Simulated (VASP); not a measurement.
Here is a VASP 6.6.1 calculation.

INCAR

```
SYSTEM = Sc
ALGO = Normal ; EDIFF = 1E-6
ENCUT = 520 ; ISIF = 2
ISMEAR = -1 ; LASPH = .TRUE.
LCHARG = .TRUE. ; LELF = .TRUE.
LREAL = .FALSE. ; LVHAR = .TRUE.
LWAVE = .FALSE. ; NBANDS = 12
NELM = 60 ; PREC = Accurate
SIGMA = 0.05
```

File KPOINTS:

```
k-points
0
G
  15 15 15
  0 0 0
```

The input POSCAR:

```
Sc
1.0
    2.8453144963      0.0000000000      0.0000000000
    0.0000000000      2.8453144963      0.0000000000
    0.0000000000      0.0000000000      2.8453144963
Sc
1
Direct
    0.0000000000      0.0000000000      0.0000000000
```

Potentials or basis: VASP PAW LDA potentials, release 64 (Sc_sv).

The run is started by

```console
$ cat potpaw_LDA.64/Sc_sv/POTCAR > POTCAR
$ mpirun -np 1 vasp_std > vasp.out
```

(1) Predict the pressure.

Results:

(1) 0.1 GPa.
